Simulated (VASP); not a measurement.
Runs of VASP 6.6.1 on Nb3CdB. The structure is that of space group Pm-3m (No. 221), or close to it. The cells are those of the table. The cell was generated, and may not be a known phase.

```csv
task,cell,k mesh,cutoff (eV),gap on the mesh (eV),pressure (GPa),relaxed volume (Å³/atom)
single point,"a = 4.410 Å, 5 atoms",4 × 4 × 4,520,none,62.0,-
single point,"a = 4.915 Å, 5 atoms",4 × 4 × 4,520,none,0.6,-
relaxation of cell and atoms,"relaxed from a = 4.915 Å, 5 atoms",8 × 8 × 8,600,none,0.0,(b)
relaxation of cell and atoms,"relaxed from a = 4.410 Å, 5 atoms",4 × 4 × 4,600,none,0.1,(a)
single point,"a = 4.919 Å, 5 atoms",8 × 8 × 8,520,none,0.5,-
```

Alike in all rows: level PBE; potentials or basis VASP PAW PBE potentials, release 64 (Nb_sv, Cd, B); no spin polarisation; smearing gaussian 0.1 eV.

Problem. Estimate the missing entries.

Solution. (a) 23.86; (b) 23.95.

Caveats: the cell stands under pressure (at least some runs); the volume moved by over 15 % at a fixed basis, so the end points are rough (at least some runs).

A k mesh can miss the band edges, and the runs leave out spin-orbit coupling on Cd, Nb.

A gap of «none» marks levels without a gap at the run's occupations.
